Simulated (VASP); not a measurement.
# PIr (rocksalt type) (Fm-3m) in VASP: notebook

PIr (rocksalt type) is run at these levels: PBE; tasks: single point, relaxation of cell and atoms.

Everything below comes from runs of VASP 6.6.1. Logs are shortened: lines on timing, memory, paths and dates and some standing lists are left out, and cuts for length are marked.

## (1) The cell of the first run

It takes space group Fm-3m (No. 225, cubic). The conventional cell has a = 4.830 Å, b = 4.830 Å, c = 4.830 Å, α = 90.00°, β = 90.00°, γ = 90.00°. Within 3.2 Å of Ir (site symmetry m-3m) lie 6 P at 2.41 Å. P (site symmetry m-3m) has 6 Ir at 2.41 Å within 3.2 Å.

## (2) Single point, PBE (volume scaled by 0.9405)

Contents of INCAR:

```
ALGO = Normal
EDIFF = 1E-6
ENCUT = 520
GGA = PE
ISIF = 2
ISMEAR = -1
LASPH = True
LCHARG = True
LELF = True
LREAL = False
LVHAR = True
LWAVE = False
NBANDS = 14
NELM = 60
PREC = Accurate
SIGMA = 0.05
```

Contents of KPOINTS:

```
k-points
0
Gamma
  13 13 13
```

Contents of POSCAR:

```
PIr
1.0
    0.0000000000      2.4149147358      2.4149147358
    2.4149147358      0.0000000000      2.4149147358
    2.4149147358      2.4149147358      0.0000000000
Ir P
1 1
Direct
    0.0000000000      0.0000000000      0.0000000000
    0.5000000000      0.5000000000      0.5000000000
```

Potentials or basis: VASP PAW PBE potentials, release 64 (Ir, P).

Run with:

```
$ cat potpaw_PBE.64/Ir/POTCAR potpaw_PBE.64/P/POTCAR > POTCAR
$ mpirun -np 1 vasp_std > vasp.out
```

OUTCAR:

```text
EDIFF = 1E-6
   ENCUT = 520
   GGA = PE
   ISIF = 2
   ISMEAR = -1
   LASPH = True
   LREAL = False
   NELM = 60
   PREC = Accurate

 ion  position               nearest neighbor table
   1  0.000  0.000  0.000-   2 2.41   2 2.41   2 2.41   2 2.41   2 2.41   2 2.41
   2  0.500  0.500  0.500-   1 2.41   1 2.41   1 2.41   1 2.41   1 2.41   1 2.41

  LATTYP: Found a face centered cubic cell.
 ALAT       =     4.8298294716

  Lattice vectors:

 A1 = (   0.0000000000,   2.4149147358,   2.4149147358)
 A2 = (   2.4149147358,   0.0000000000,   2.4149147358)
 A3 = (   2.4149147358,   2.4149147358,   0.0000000000)

Analysis of symmetry for initial positions (statically):
=====================================================================
 Subroutine PRICEL returns:
 Original cell was already a primitive cell.

 Routine SETGRP: Setting up the symmetry group for a
 face centered cubic supercell.

 Subroutine GETGRP returns: Found 48 space group operations
[... 9 lines left out ...]

 Routine SETGRP: Setting up the symmetry group for a
 face centered cubic supercell.

 Subroutine GETGRP returns: Found 48 space group operations
[... 11 lines left out ...]
                                     Primitive cell

  volume of cell :      28.1667

  direct lattice vectors                    reciprocal lattice vectors
     0.000000000  2.414914736  2.414914736    -0.207046647  0.207046647  0.207046647
     2.414914736  0.000000000  2.414914736     0.207046647 -0.207046647  0.207046647
     2.414914736  2.414914736  0.000000000     0.207046647  0.207046647 -0.207046647

  length of vectors
     3.415205171  3.415205171  3.415205171     0.358615313  0.358615313  0.358615313

  position of ions in fractional coordinates (direct lattice)
     0.000000000  0.000000000  0.000000000
     0.500000000  0.500000000  0.500000000

  ion indices of the primitive-cell ions
   primitive index   ion index
                 1           1
                 2           2

----------------------------------------------------------------------------------------

 KPOINTS: k-points

Automatic generation of k-mesh.
 Grid dimensions read from file:
 generate k-points for:   13   13   13

 Generating k-lattice:

  Cartesian coordinates                     Fractional coordinates (reciprocal lattice)
    -0.015926665  0.015926665  0.015926665     0.076923077  0.000000000  0.000000000
     0.015926665 -0.015926665  0.015926665     0.000000000  0.076923077  0.000000000
     0.015926665  0.015926665 -0.015926665     0.000000000  0.000000000  0.076923077

  Length of vectors
     0.027585793  0.027585793  0.027585793

  Shift w.r.t. Gamma in fractional coordinates (k-lattice)
     0.000000000  0.000000000  0.000000000

 Subroutine IBZKPT returns following result:
 ===========================================

 Found     84 irreducible k-points:

 Following reciprocal coordinates:
            Coordinates               Weight
  0.000000  0.000000  0.000000      1.000000
  0.076923  0.000000  0.000000      8.000000
  0.153846  0.000000  0.000000      8.000000
  0.230769  0.000000  0.000000      8.000000
  0.307692  0.000000  0.000000      8.000000
  0.384615  0.000000  0.000000      8.000000
[... 16 lines left out ...]
  0.384615  0.153846  0.000000     24.000000
  0.461538  0.153846  0.000000     24.000000
 [... further k-points ...]
   k-points           NKPTS =     84   k-points in BZ     NKDIM =     84   number of bands    NBANDS=     14
   number of dos      NEDOS =    301   number of ions     NIONS =      2
   total plane-waves  NPLWV =  21952
   dimension x,y,z NGX =    28 NGY =   28 NGZ =   28
   dimension x,y,z NGXF=    56 NGYF=   56 NGZF=   56
   ions per type =               1   1
   NGX,Y,Z   is equivalent  to a cutoff of  13.63, 13.63, 13.63 a.u.
   NGXF,Y,Z  is equivalent  to a cutoff of  27.26, 27.26, 27.26 a.u.
 SYSTEM =  unknown system
   PREC   = accura    normal or accurate (medium, high low for compatibility)
   ISTART =      0    job   : 0-new  1-cont  2-samecut
   ICHARG =      2    charge: 1-file 2-atom 10-const
   ISPIN  =      1    spin polarized calculation?
   LNONCOLLINEAR =      F non collinear calculations
   LSORBIT =      F    spin-orbit coupling
   LASPH  =      T    aspherical Exc in radial PAW
   ENCUT  =  520.0 eV  38.22 Ry    6.18 a.u.   6.35  6.35  6.35*2*pi/ulx,y,z
   NELM   =     60;   NELMIN=  2; NELMDL= -5     # of ELM steps
   EDIFF  = 0.1E-05   stopping-criterion for ELM
   LREAL  =      F    real-space projection
   EDIFFG = 0.1E-04   stopping-criterion for IOM
   NSW    =      0    number of steps for IOM
   IBRION =     -1    ionic relax: 0-MD 1-quasi-New 2-CG
   NFREE  =      0    steps in history (QN), initial steepest desc. (CG)
   ISIF   =      2    stress and relaxation
   ISYM   =      2    0-nonsym 1-usesym 2-fastsym
   POTIM  = 0.5000    time-step for ionic-motion
   TEBEG  =    0.0;   TEEND  =   0.0 temperature during run
   PSTRESS=    0.0 pullay stress
[... 49 lines left out ...]
      4       6.3917      2.00000
      5       6.5541      2.00000
      6       6.5541      2.00000
      7      10.1066      0.02083
      8      10.1066      0.02083
      9      10.1066      0.02083
     10      16.7116      0.00000
     11      19.9389      0.00000
     12      23.0383      0.00000
     13      23.0383      0.00000
     14      23.0383      0.00000

 k-point     2 :       0.0769    0.0000    0.0000
  band No.  band energies     occupation
      1      -4.6093      2.00000
      2       6.1916      2.00000
      3       6.2406      2.00000
      4       6.2406      2.00000
      5       6.5191      2.00000
      6       6.5191      2.00000
      7       9.8738      1.05051
      8      10.5139      0.00001
      9      10.5139      0.00001
     10      17.1585      0.00000
     11      19.9387      0.00000
     12      22.6765      0.00000
     13      22.7636      0.00000
     14      22.7636      0.00000

 k-point     3 :       0.1538    0.0000    0.0000
  band No.  band energies     occupation
      1      -4.2593      2.00000
      2       5.5814      2.00000
      3       5.6678      2.00000
      4       5.6678      2.00000
      5       6.7725      2.00000
      6       6.7725      2.00000
      7       9.4476      1.99964
      8      11.4778      0.00000
      9      11.4778      0.00000
     10      18.0288      0.00000
     11      19.6210      0.00000
     12      21.8664      0.00000
     13      21.8664      0.00000
     14      22.5610      0.00000

 k-point     4 :       0.2308    0.0000    0.0000
  band No.  band energies     occupation
      1      -3.6947      2.00000
      2       4.6138      2.00000
      3       5.0695      2.00000
      4       5.0695      2.00000
      5       7.1773      2.00000
      6       7.1773      2.00000
      7       9.1736      2.00000
      8      12.6771      0.00000
      9      12.6771      0.00000
     10      17.4223      0.00000
     11      20.3370      0.00000
     12      20.5109      0.00000
     13      20.5109      0.00000
     14      23.3201      0.00000

 k-point     5 :       0.3077    0.0000    0.0000
  band No.  band energies     occupation
      1      -2.9485      2.00000
      2       3.4483      2.00000
      3       4.5731      2.00000
      4       4.5731      2.00000
      5       7.6677      2.00000
      6       7.6677      2.00000
      7       9.1294      2.00000
      8      13.9286      0.00000
      9      13.9286      0.00000
     10      15.9847      0.00000
     11      19.0860      0.00000
[... 276 lines left out ...]
 k-point    22 :       0.3077    0.1538    0.0000
  band No.  band energies     occupation
      1      -3.1831      2.00000
      2       3.5941      2.00000
      3       4.9771      2.00000
      4       5.4372      2.00000
      5       6.8745      2.00000
      6       7.6659      2.00000
      7       9.7185      1.92228
      8      11.5585      0.00000
      9      13.5090      0.00000
     10      17.1733      0.00000
     11      18.5840      0.00000
     12      20.2395      0.00000
     13      20.9461      0.00000
     14      23.2450      0.00000

 k-point    23 :       0.3846    0.1538    0.0000
  band No.  band energies     occupation
      1      -2.4938      2.00000
      2       2.9195      2.00000
      3       4.4396      2.00000
      4       4.9221      2.00000
      5       7.3032      2.00000
      6       8.1935      2.00000
      7       9.4491      1.99963
      8      12.2623      0.00000
      9      14.3398      0.00000
     10      16.2464      0.00000
     11      17.5493      0.00000
     12      19.7411      0.00000
     13      21.2112      0.00000
     14      24.8207      0.00000

 k-point    24 :       0.4615    0.1538    0.0000
  band No.  band energies     occupation
      1      -1.7869      2.00000
      2       2.1808      2.00000
      3       4.1357      2.00000
      4       4.5264      2.00000
      5       7.7832      2.00000
      6       8.5195      2.00000
      7       9.2994      1.99998
      8      13.0538      0.00000
      9      13.9472      0.00000
     10      16.0078      0.00000
     11      17.3968      0.00000
     12      19.4025      0.00000
     13      21.1709      0.00000
     14      24.7605      0.00000

 [... further k-points ...]
[... 5 lines left out ...]
  --------------------------------------------------------------------------------------
  -------------------------------------------------------------------------------------
  Total        2.7008662      2.7008662      2.7008662     -0.0000000      0.0000000      0.0000000
  in kB      153.6307833    153.6307833    153.6307833     -0.0000000      0.0000000      0.0000000
  external PRESSURE =     153.6307833 kB  Pullay stress =       0.0000000 kB

 VOLUME and BASIS-vectors are now :
 -----------------------------------------------------------------------------
  energy-cutoff  :      520.00
  volume of cell :       28.17
      direct lattice vectors                 reciprocal lattice vectors
     0.000000000  2.414914736  2.414914736    -0.207046647  0.207046647  0.207046647
     2.414914736  0.000000000  2.414914736     0.207046647 -0.207046647  0.207046647
     2.414914736  2.414914736  0.000000000     0.207046647  0.207046647 -0.207046647

 POSITION                                       TOTAL-FORCE (eV/Angst)
 -----------------------------------------------------------------------------------
      0.00000      0.00000      0.00000        -0.000000     -0.000000      0.000000
      2.41491      2.41491      2.41491         0.000000      0.000000     -0.000000
 -----------------------------------------------------------------------------------
    total drift:                               -0.000000      0.000000      0.000000

  FREE ENERGIE OF THE ION-ELECTRON SYSTEM (eV)
  ---------------------------------------------------
  free  energy   TOTEN  =       -13.9579148035 eV

  energy  without entropy=      -13.9454882740  energy(sigma->0) =      -13.95170154
```

Wall time 16 s (1 thread of Intel Xeon 6975P-C (Granite Rapids), shared host); peak memory 0.18 GiB.

What came out:

```
Free energy            : -13.9579 eV
Pressure               : 15.4 GPa
Band gap on the k mesh : zero (band 7 reaches 10.72 eV, above the bottom of band 8 at 9.16 eV)
```

Caveat: the cell differs from its parent crystal (volume scaled by 0.9405); spin-orbit coupling is left out, which moves the levels of the heavy elements.

## (3) Single point, PBE (volume scaled by 0.98)

Contents of INCAR:

```
SYSTEM = PIr
PREC = Accurate
ENCUT = 520
EDIFF = 1E-6
ISMEAR = -1
SIGMA = 0.05
LREAL = .FALSE.
LASPH = .TRUE.
NELM = 60
ALGO = Normal
ISIF = 2
LWAVE = .FALSE.
LCHARG = .FALSE.
GGA = PE
NBANDS = 14
```

Contents of KPOINTS:

```
regular mesh
0
G
  13 13 13
  0 0 0
```

Contents of POSCAR:

```
PIr
1.0
    0.0000000000      2.4482601303      2.4482601303
    2.4482601303      0.0000000000      2.4482601303
    2.4482601303      2.4482601303      0.0000000000
Ir P
1 1
Direct
    0.0000000000      0.0000000000      0.0000000000
    0.5000000000      0.5000000000      0.5000000000
```

Potentials or basis: VASP PAW PBE potentials, release 64 (Ir, P).

Run with:

```
$ cat potpaw_PBE.64/Ir/POTCAR potpaw_PBE.64/P/POTCAR > POTCAR
$ mpirun -np 1 vasp_std > vasp.out
```

Wall time 15 s (1 thread of Intel Xeon 6975P-C (Granite Rapids), shared host); peak memory 0.18 GiB.

It converged, with:

| Item | Value |
| --- | --- |
| Free energy | -14.0315 eV |
| Pressure | 4.9 GPa |
| Band gap on the k mesh | zero (band 7 reaches 10.04 eV, above the bottom of band 8 at 8.57 eV) |

Levels at points of the mesh, in eV from the Fermi level:
```tsv
k point	band 3	band 4	band 5	band 6	band 7	band 8	band 9	band 10	band 11	band 12
(0.00, 0.00, 0.00)	-3.23	-3.23	-3.10	-3.10	0.24	0.24	0.24	6.33	10.17	12.89
```

Caveat: the cell differs from its parent crystal (volume scaled by 0.98); spin-orbit coupling is left out, which moves the levels of the heavy elements.

## (4) Single point, PBE

This run uses another cell than the first one, of 14.97 Å³/atom, 1.063 times its volume.

Contents of INCAR:

```
SYSTEM = PIr
  PREC = Accurate
  ENCUT = 520
  EDIFF = 1E-7
  ISMEAR = -1
  SIGMA = 0.05
  LREAL = .FALSE.
  LASPH = .TRUE.
  NELM = 60
  ALGO = Normal
  ISIF = 2
  LWAVE = .FALSE.
  LCHARG = .FALSE.
  GGA = PE
  NBANDS = 14
```

Contents of KPOINTS:

```
Automatic mesh
0
G
  13 13 13
  0 0 0
```

Contents of POSCAR:

```
PIr
1.0
    0.0000000000      2.4648029303      2.4648029303
    2.4648029303      0.0000000000      2.4648029303
    2.4648029303      2.4648029303      0.0000000000
Ir P
1 1
Direct
    0.0000000000      0.0000000000      0.0000000000
    0.5000000000      0.5000000000      0.5000000000
```

Run with:

```
$ cat potpaw_PBE.64/Ir/POTCAR potpaw_PBE.64/P/POTCAR > POTCAR
$ mpirun -np 1 vasp_std > vasp.out
```

It took 18 s on 1 thread of Intel Xeon 6975P-C (Granite Rapids), shared host; peak memory 0.18 GiB.

The run converged. Its results:

```yaml
Free_energy: -14.0415 eV
Pressure: 0.4 GPa
Band_gap_on_the_k_mesh: zero (band 7 reaches 9.72 eV, above the bottom of band 8 at 8.29 eV)
```

Levels at points of the mesh, in eV from the Fermi level:
| k point | band 3 | band 4 | band 5 | band 6 | band 7 | band 8 | band 9 | band 10 | band 11 | band 12 |
| --- | --- | --- | --- | --- | --- | --- | --- | --- | --- | --- |
| (0.00, 0.00, 0.00) | -3.11 | -3.11 | -2.99 | -2.99 | 0.24 | 0.24 | 0.24 | 6.09 | 10.23 | 12.77 |

Caveat: spin-orbit coupling is left out, which moves the levels of the heavy elements.

## (5) Single point, PBE (volume scaled by 1.02)

Contents of INCAR:

```
SYSTEM = PIr
PREC = Accurate
ENCUT = 520
EDIFF = 1E-6
ISMEAR = -1
SIGMA = 0.05
LREAL = .False.
LASPH = .True.
NELM = 80
ALGO = Normal
ISIF = 2
LWAVE = .False.
LCHARG = .False.
GGA = PE
NBANDS = 14
```

Contents of KPOINTS:

```
regular mesh
0
Gamma
  13 13 13
  0 0 0
```

Contents of POSCAR:

```
PIr
1.0
    0.0000000000      2.4811266042      2.4811266042
    2.4811266042      0.0000000000      2.4811266042
    2.4811266042      2.4811266042      0.0000000000
Ir P
1 1
Direct
    0.0000000000      0.0000000000      0.0000000000
    0.5000000000      0.5000000000      0.5000000000
```

Run with:

```
$ cat potpaw_PBE.64/Ir/POTCAR potpaw_PBE.64/P/POTCAR > POTCAR
$ mpirun -np 1 vasp_std > vasp.out
```

Run time: 16 s. Hardware: 1 thread of Intel Xeon 6975P-C (Granite Rapids), shared host; peak memory 0.18 GiB.

The run converged. Its results:

```
Free energy            : -14.0357 eV
Pressure               : -3.5 GPa
Band gap on the k mesh : zero (band 7 reaches 9.40 eV, above the bottom of band 8 at 8.02 eV)
```

Levels at points of the mesh, in eV from the Fermi level:
```tsv
k point	band 3	band 4	band 5	band 6	band 7	band 8	band 9	band 10	band 11	band 12
(0.00, 0.00, 0.00)	-2.99	-2.99	-2.89	-2.89	0.25	0.25	0.25	5.86	10.27	12.65
```

Caveat: the cell differs from its parent crystal (volume scaled by 1.02); spin-orbit coupling is left out, which moves the levels of the heavy elements.

## (6) Relaxation of cell and atoms, PBE

This run uses another cell than the first one, of 13.30 Å³/atom, 0.944 times its volume.

Contents of INCAR:

```
SYSTEM = PIr
PREC     = Accurate       ! precision mode
ENCUT    = 600            ! plane-wave cutoff, eV
EDIFF    = 1E-6           ! SCF threshold, eV
ISMEAR   = -1             ! smearing method
SIGMA    = 0.05           ! smearing width, eV
LREAL    = .FALSE.        ! projectors in reciprocal space
LASPH    = .TRUE.         ! aspherical terms in the spheres
NELM     = 100            ! most SCF steps
ALGO     = Normal         ! electronic algorithm
ISIF     = 3              ! what is computed and relaxed
LWAVE    = .FALSE.        ! write WAVECAR
LCHARG   = .FALSE.        ! write CHGCAR
GGA      = PE             ! functional
IBRION   = 2              ! ionic algorithm
NSW      = 100            ! ionic steps
EDIFFG   = -0.005         ! ionic threshold
```

Contents of KPOINTS:

```
Automatic mesh
0
G
  13 13 13
  0 0 0
```

Contents of POSCAR:

```
PIr
1.0
    0.0000000000      2.3690179898      2.3690179898
    2.3690179898      0.0000000000      2.3690179898
    2.3690179898      2.3690179898      0.0000000000
Ir P
1 1
Direct
    0.0000000000      0.0000000000      0.0000000000
    0.5000000000      0.5000000000      0.5000000000
```

Potentials or basis: VASP PAW PBE potentials, release 64 (Ir, P).

Run with:

```
$ cat potpaw_PBE.64/Ir/POTCAR potpaw_PBE.64/P/POTCAR > POTCAR
$ mpirun -np 1 vasp_std > vasp.out
```

Run time: 79 s. Hardware: 1 thread of Intel Xeon 6975P-C (Granite Rapids), shared host; peak memory 0.19 GiB.

Results (log left out):

```
Free energy                            : -14.0414 eV
Relaxed volume                         : 15.00 Å³/atom
Relaxed cell                           : a = 3.488 Å, b = 3.488 Å, c = 3.488 Å, α = 60.00°, β = 60.00°, γ = 60.00°
Space group after relaxing (to 0.05 Å) : Fm-3m (No. 225)
Energy gained by relaxing              : 160.0 meV/atom
Ionic steps                            : 19
Pressure after relaxing                : 0.1 GPa
Band gap on the k mesh                 : zero (band 7 reaches 9.69 eV, above the bottom of band 8 at 8.26 eV)
```

The path:
```csv
step,energy change (eV),largest force (eV/Å),pressure (GPa),volume (Å³)
1,0.0000,0.0000,33.71,26.59
2,0.6970,0.0000,-28.27,38.88
3,-0.3178,0.0000,-2.16,30.34
4,-0.3200,0.0000,-0.41,30.07
5,-0.3201,0.0000,0.10,30.00
6,-0.3201,0.0000,0.10,30.00
7,-0.3201,0.0000,0.09,30.00
8,-0.3201,0.0000,0.09,30.00
9,-0.3201,0.0000,0.09,30.00
10,-0.3201,0.0000,0.09,30.00
11,-0.3201,0.0000,0.09,30.00
12,-0.3201,0.0000,0.09,30.00
13,-0.3201,0.0000,0.09,30.00
14,-0.3201,0.0000,0.09,30.00
15,-0.3201,0.0000,0.09,30.00
16,-0.3201,0.0000,0.09,30.00
17,-0.3201,0.0000,0.08,30.00
18,-0.3201,0.0000,0.07,30.00
19,-0.3201,0.0000,0.05,30.00
```

Final structure:
```xyz
2
Lattice="0.0000 2.4663 2.4663 2.4663 0.0000 2.4663 2.4663 2.4663 0.0000" Properties=species:S:1:pos:R:3 pbc="T T T"
Ir    0.0000    0.0000    0.0000
P     2.4663    2.4663    2.4663
```

Levels at points of the mesh, in eV from the Fermi level:
```
           k point  band 5  band 6  band 7  band 8  band 9  band 10
(0.00, 0.00, 0.00)   -2.98   -2.98    0.24    0.24    0.24     6.07
```

Caveat: spin-orbit coupling is left out, which moves the levels of the heavy elements.

## (7) Overview

| task | cell | cutoff (eV) | gap on the mesh (eV) | pressure (GPa) |
| --- | --- | --- | --- | --- |
| single point | a = 3.415 Å, angles 60.0°, 2 atoms | 520 | none | 15.4 |
| single point | a = 3.462 Å, angles 60.0°, 2 atoms | 520 | none | 4.9 |
| single point | a = 3.486 Å, angles 60.0°, 2 atoms | 520 | none | 0.4 |
| single point | a = 3.509 Å, angles 60.0°, 2 atoms | 520 | none | -3.5 |
| relaxation of cell and atoms | relaxed from a = 3.350 Å, angles 60.0°, 2 atoms | 600 | none | 0.1 |

Alike in all rows: level PBE; potentials or basis VASP PAW PBE potentials, release 64 (Ir, P); no spin polarisation; k mesh 13 × 13 × 13; smearing fermi-dirac 0.05 eV.

Caveats: spin-orbit coupling is left out, which moves the levels of the heavy elements.

Total energies depend on the potentials used, so only differences within one code and one set of settings carry meaning.
